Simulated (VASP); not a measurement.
# C6F in VASP: single point with PBE+D3(BJ)

Aim: the single point of C6F with PBE+D3(BJ).

Everything below comes from runs of VASP 6.6.1. Logs are shortened: lines on timing, memory, paths and dates and some standing lists are left out, and cuts for length are marked.

## Step 1: The cell of the first run

The cell holds a slab with vacuum, 7 atoms: a = 2.465 Å, b = 2.465 Å, c = 25.749 Å, α = 90.00°, β = 90.00°, γ = 60.00°.

## Step 2: Single point, PBE+D3(BJ), collinear spin

The input, INCAR:

```
ALGO     = Normal         # electronic algorithm
DIPOL    = 0.5 0.5 0.488
EDIFF    = 1E-7           # SCF threshold, eV
ENCUT    = 520            # plane-wave cutoff, eV
GGA      = PE             # functional
IDIPOL   = 3            
ISIF     = 2              # what is computed and relaxed
ISMEAR   = 0              # smearing method
ISPIN    = 2              # spin polarisation
IVDW     = 12             # dispersion correction
LASPH    = T              # aspherical terms in the spheres
LCHARG   = F              # write CHGCAR
LDIPOL   = T            
LORBIT   = 11             # projections on sites
LREAL    = F              # projectors in reciprocal space
LWAVE    = F              # write WAVECAR
MAGMOM   = 0 0 0 0 0 0 1  # initial moments
NBANDS   = 28             # bands
NELM     = 150            # most SCF steps
PREC     = Accurate       # precision mode
SIGMA    = 0.05           # smearing width, eV
```

The input, KPOINTS:

```
k-points
0
Gamma
  12 12 1
```

The input, POSCAR:

```
C6F
1.0
    2.4649373942      0.0000000000      0.0000000000
    1.2324826688      2.1346903355      0.0000000000
    0.0000000000      0.0000000000     25.7486607930
C F
6 1
Direct
    0.1656238015      0.1656238015      0.3301142559
    0.4989565371      0.4989565371      0.3301441472
    0.4969227203      0.4969227203      0.4607809798
    0.8301976409      0.8301976409      0.4609286819
    0.7675418413      0.7675418413      0.5842892195
    0.1008759674      0.1008759674      0.5968702052
    1.0996665002      0.0996665002      0.6540945873
```

Potentials or basis: VASP PAW PBE potentials, release 64 (C, F).

Command:

```sh
cat potpaw_PBE.64/C/POTCAR potpaw_PBE.64/F/POTCAR > POTCAR
mpirun -np 1 vasp_std > vasp.out
```

OUTCAR:

```text
EDIFF = 1E-7
   ENCUT = 520
   GGA = PE
   ISIF = 2
   ISMEAR = 0
   ISPIN = 2
   IVDW = 12
   LASPH = T
   LORBIT = 11
   LREAL = F
   NELM = 150
   PREC = Accurate
 IVDW          = 12

 ion  position               nearest neighbor table
   1  0.166  0.166  0.330-   2 1.42   2 1.42   2 1.42
   2  0.499  0.499  0.330-   1 1.42   1 1.42   1 1.42
   3  0.497  0.497  0.461-   4 1.42   4 1.42   4 1.42
   4  0.830  0.830  0.461-   3 1.42   3 1.42   3 1.42
   5  0.768  0.768  0.584-   6 1.46   6 1.46   6 1.46
   6  0.101  0.101  0.597-   5 1.46   5 1.46   5 1.46   7 1.47
   7  0.100  0.100  0.654-   6 1.47

  LATTYP: Found a hexagonal cell.
 ALAT       =     2.4649373942
 C/A-ratio  =    10.4459694812

  Lattice vectors:

 A1 = (  -1.2324826688,  -2.1346903355,   0.0000000000)
 A2 = (   2.4649373942,   0.0000000000,   0.0000000000)
 A3 = (   0.0000000000,   0.0000000000,  25.7486607930)

Analysis of symmetry for initial positions (statically):
=====================================================================
 Subroutine PRICEL returns:
 Original cell was already a primitive cell.

 Routine SETGRP: Setting up the symmetry group for a
 hexagonal supercell.

 Subroutine GETGRP returns: Found  2 space group operations
 (whereof  2 operations were pure point group operations)
 out of a pool of 24 trial point group operations.

The static configuration has the point symmetry C_1h.

Analysis of symmetry for dynamics (positions and initial velocities):
=====================================================================
 Subroutine PRICEL returns:
 Original cell was already a primitive cell.

 Routine SETGRP: Setting up the symmetry group for a
 hexagonal supercell.

 Subroutine GETGRP returns: Found  2 space group operations
 (whereof  2 operations were pure point group operations)
 out of a pool of 24 trial point group operations.

The dynamic configuration has the point symmetry C_1h.

Analysis of structural, dynamic, and magnetic symmetry:
=====================================================================
 Subroutine PRICEL returns:
 Original cell was already a primitive cell.

 Routine SETGRP: Setting up the symmetry group for a
 hexagonal supercell.

 Subroutine GETGRP returns: Found  2 space group operations
 (whereof  2 operations were pure point group operations)
 out of a pool of 24 trial point group operations.

The overall configuration has the point symmetry C_1h.

 Subroutine INISYM returns: Found  2 space group operations
 (whereof  2 operations are pure point group operations),
 and found     1 'primitive' translations

----------------------------------------------------------------------------------------

                                     Primitive cell

  volume of cell :     135.4863

  direct lattice vectors                    reciprocal lattice vectors
     2.464937394  0.000000000  0.000000000     0.405689817 -0.234228665  0.000000000
     1.232482669  2.134690336  0.000000000     0.000000000  0.468452020  0.000000000
     0.000000000  0.000000000 25.748660793     0.000000000  0.000000000  0.038836971

  length of vectors
     2.464937394  2.464937394 25.748660793     0.468452020  0.468452020  0.038836971

  position of ions in fractional coordinates (direct lattice)
     0.165623801  0.165623801  0.330114256
     0.498956537  0.498956537  0.330144147
     0.496922720  0.496922720  0.460780980
     0.830197641  0.830197641  0.460928682
     0.767541841  0.767541841  0.584289220
     0.100875967  0.100875967  0.596870205
     0.099666500  0.099666500  0.654094587

  ion indices of the primitive-cell ions
   primitive index   ion index
                 1           1
                 2           2
                 3           3
                 4           4
                 5           5
                 6           6
                 7           7
[... 53 lines left out ...]
 [... further k-points ...]
   k-points           NKPTS =     43   k-points in BZ     NKDIM =     43   number of bands    NBANDS=     28
   number of dos      NEDOS =    301   number of ions     NIONS =      7
   total plane-waves  NPLWV =  62208
   dimension x,y,z NGX =    18 NGY =   18 NGZ =  192
   dimension x,y,z NGXF=    36 NGYF=   36 NGZF=  384
   ions per type =               6   1
   NGX,Y,Z   is equivalent  to a cutoff of  12.14, 12.14, 12.40 a.u.
   NGXF,Y,Z  is equivalent  to a cutoff of  24.28, 24.28, 24.79 a.u.
 SYSTEM =  unknown system
   PREC   = accura    normal or accurate (medium, high low for compatibility)
   ISTART =      0    job   : 0-new  1-cont  2-samecut
   ICHARG =      2    charge: 1-file 2-atom 10-const
   ISPIN  =      2    spin polarized calculation?
   LNONCOLLINEAR =      F non collinear calculations
   LSORBIT =      F    spin-orbit coupling
   LASPH  =      T    aspherical Exc in radial PAW
   ENCUT  =  520.0 eV  38.22 Ry    6.18 a.u.   4.58  4.58 47.88*2*pi/ulx,y,z
   NELM   =    150;   NELMIN=  2; NELMDL= -5     # of ELM steps
   EDIFF  = 0.1E-06   stopping-criterion for ELM
   LREAL  =      F    real-space projection
   EDIFFG = 0.1E-05   stopping-criterion for IOM
   NSW    =      0    number of steps for IOM
   IBRION =     -1    ionic relax: 0-MD 1-quasi-New 2-CG
   NFREE  =      0    steps in history (QN), initial steepest desc. (CG)
   ISIF   =      2    stress and relaxation
   ISYM   =      2    0-nonsym 1-usesym 2-fastsym
   POTIM  = 0.5000    time-step for ionic-motion
   TEBEG  =    0.0;   TEEND  =   0.0 temperature during run
   PSTRESS=    0.0 pullay stress
   NELECT =      31.0000    total number of electrons
   NUPDOWN=      -1.0000    fix difference up-down
   EMIN   =  10.00;   EMAX   =-10.00  energy-range for DOS
   EFERMI =   0.00;   METHOD = LEGACY
   ISMEAR =     0;   SIGMA  =   0.05  broadening in eV -4-tet -1-fermi 0-gaus
   EFERMI_NEDOS =   21; number of points for ismear=-14 and -15
   IALGO  =     38    algorithm
   IMIX   =      4    mixing-type and parameters
     AMIX     =   0.40;   BMIX     =  1.00
     AMIX_MAG =   1.60;   BMIX_MAG =  1.00
  volume/ion in A,a.u.               =      19.36       130.62
  Fermi-wavevector in a.u.,A,eV,Ry     =   1.001299  1.892180 13.641185  1.002599
  Thomas-Fermi vector in A             =   2.133711
   LORBIT       =     11    0 simple, 1 ext, 2 COOP (PROOUT), +10 PAW based schemes
   GGA     = PE    functional components
   LHFCALC =     F    Hartree Fock is set to
   AEXX    =    0.0000 exact exchange contribution
   IVDW    =    12    specifies the selected vdW correction
   LEPSILON=     F    determine dielectric tensor
   LRPA    =     F    only Hartree local field effects (RPA)
 spin polarized calculation
 Gauss-broadening in eV      SIGMA  =   0.05
  energy-cutoff  :      520.00
  volume of cell :      135.49
 maximum number of plane-waves:      3696
   NGX =  9   NGY =  9   NGZ = 95

 number of electron      30.9999991 magnetization       0.7338623

 dipolmoment           0.000000      0.000000      0.122261 electrons x Angstroem

 Free energy of the ion-electron system (eV)
  ---------------------------------------------------
  ext. energy  EPLUGINS =         0.00000000
  ---------------------------------------------------
  free energy    TOTEN  =       -56.60298821 eV

  energy without entropy =      -56.60150696  energy(sigma->0) =      -56.60224758

 E-fermi :  -1.8412     XC(G=0):  -4.9447

 val. band max:       -1.8496589853   @ k =  -0.3333   0.3333   0.0000
 cond. band min:      -1.8330691413   @ k =  -0.3333   0.3333   0.0000
 fundamental gap:      0.0165898440
 Fermi energy:        -1.8412047909

 spin component 1

 k-point     1 :       0.0000    0.0000    0.0000
  band No.  band energies     occupation
      1     -26.3883      1.00000
      2     -21.3988      1.00000
      3     -21.2407      1.00000
      4     -20.1037      1.00000
      5     -10.4404      1.00000
      6      -9.7683      1.00000
[... 709 lines left out ...]
     26       9.8499      0.00000
     27      10.4394      0.00000

 [... further k-points ...]

 spin component 2

 k-point     1 :       0.0000    0.0000    0.0000
  band No.  band energies     occupation
      1     -26.0973      1.00000
      2     -21.3961      1.00000
      3     -21.2340      1.00000
      4     -19.7410      1.00000
      5     -10.0615      1.00000
      6      -9.5983      1.00000
[... 709 lines left out ...]
     26       9.9546      0.00000
     27      10.5525      0.00000

 [... further k-points ...]

 [bands above 27 left out]

------------------------ aborting loop because EDIFF is reached ----------------------------------------

 vacuum level on the upper side and lower side of the slab       (xc-potential included)         1.990        -2.116

 Edisp (eV)   -0.85520

 E8    (eV) :    -0.2474

  FORCE on cell =-STRESS in cart. coord.  units (eV):
  Direction    XX          YY          ZZ          XY          YZ          ZX
  --------------------------------------------------------------------------------------
  -------------------------------------------------------------------------------------
  Total       4.47473     4.42511     0.32395     0.04297     0.00283     0.00491
  in kB      52.91537    52.32865     3.83080     0.50811     0.03350     0.05801
  external pressure =       36.36 kB  Pullay stress =        0.00 kB

 VOLUME and BASIS-vectors are now :
 -----------------------------------------------------------------------------
  energy-cutoff  :      520.00
  volume of cell :      135.49
      direct lattice vectors                 reciprocal lattice vectors
     2.464937394  0.000000000  0.000000000     0.405689817 -0.234228665  0.000000000
     1.232482669  2.134690336  0.000000000     0.000000000  0.468452020  0.000000000
     0.000000000  0.000000000 25.748660793     0.000000000  0.000000000  0.038836971

 POSITION                                       TOTAL-FORCE (eV/Angst)
 -----------------------------------------------------------------------------------
      0.61238      0.35356      8.50000         0.000573      0.000331     -0.002952
      1.84485      1.06512      8.50077        -0.000909     -0.000525      0.000245
      1.83733      1.06078     11.86449        -0.002573     -0.001485     -0.005309
      3.06959      1.77221     11.86830         0.003291      0.001900      0.001120
      2.83792      1.63846     15.04466         0.003950      0.002280     -0.071800
      0.37298      0.21534     15.36861        -0.008777     -0.005067     -0.157112
      0.36851      0.21276     16.84206         0.004445      0.002566      0.235809
 -----------------------------------------------------------------------------------
    total drift:                               -0.000771     -0.000445      0.000679

  FREE ENERGIE OF THE ION-ELECTRON SYSTEM (eV)
  ---------------------------------------------------
  free  energy   TOTEN  =       -57.4581838298 eV

  energy  without entropy=      -57.4567025814  energy(sigma->0) =      -57.45744321

 vacuum level on the upper side and lower side of the slab         6.592         2.400

 total charge

# of ion       s       p       d       tot
------------------------------------------
    1        0.863   1.788   0.000   2.651
    2        0.863   1.787   0.000   2.650
    3        0.864   1.785   0.000   2.649
    4        0.864   1.786   0.000   2.650
    5        0.869   1.740   0.000   2.609
    6        0.844   1.726   0.000   2.571
    7        1.764   4.293   0.000   6.057
--------------------------------------------------
tot          6.932  14.906   0.000  21.837

 magnetization (x)

# of ion       s       p       d       tot
------------------------------------------
    1        0.000   0.000   0.000   0.000
    2       -0.000  -0.000   0.000  -0.000
    3        0.001   0.008   0.000   0.008
    4        0.000  -0.001   0.000  -0.001
    5        0.024   0.300   0.000   0.324
    6       -0.000  -0.031   0.000  -0.032
    7        0.001   0.162   0.000   0.162
--------------------------------------------------
tot          0.025   0.437   0.000   0.462
```

Run time: 16 min. Hardware: 1 thread of Intel Xeon Platinum 8259CL at 2.50GHz (Skylake/Cascade Lake), shared host; peak memory 0.44 GiB.

Results:

* Free energy: -57.4582 eV
* Largest force: 0.236 eV/Å
* Net moment: 0.73 μB per cell
* Site moments: C +0.00, -0.00, +0.01, +0.32, -0.03 (each value once); F +0.16 μB
* Valence electrons inside the program's atomic spheres: C 2.65, 2.61, 2.57 (each value once); F 6.06
* Dispersion energy per atom: -0.122 eV

Forces on the atoms (eV/Å):
```
C    0.001  0.000 -0.003
C   -0.001 -0.001  0.000
C   -0.003 -0.001 -0.005
C    0.003  0.002  0.001
C    0.004  0.002 -0.072
C   -0.009 -0.005 -0.157
F    0.004  0.003  0.236
```

Levels at points of the mesh, in eV from the Fermi level:
Spin up:
```tsv
k point	band 12	band 13	band 14	band 15	band 16	band 17	band 18	band 19	band 20	band 21
(0.00, 0.00, 0.00)	-2.95	-2.95	-2.03	-0.63	-0.63	3.62	5.07	5.94	7.21	8.03
(0.50, 0.00, 0.00)	-4.91	-2.54	-2.20	-1.71	-0.17	1.57	1.93	5.82	7.33	7.53
(0.50, 0.50, 0.00)	-4.91	-2.52	-2.18	-1.71	-0.30	1.61	2.00	5.83	7.33	7.53
```
Spin down:
| k point | band 13 | band 14 | band 15 | band 16 | band 17 | band 18 |
| --- | --- | --- | --- | --- | --- | --- |
| (0.00, 0.00, 0.00) | -2.77 | -0.98 | -0.38 | -0.38 | 3.61 | 5.05 |
| (0.50, 0.00, 0.00) | -2.52 | -2.17 | -1.48 | 1.37 | 1.59 | 1.99 |
| (0.50, 0.50, 0.00) | -2.51 | -2.16 | -1.48 | 1.13 | 1.66 | 2.16 |

Caveat: a moment this small can come from the mesh or the smearing.
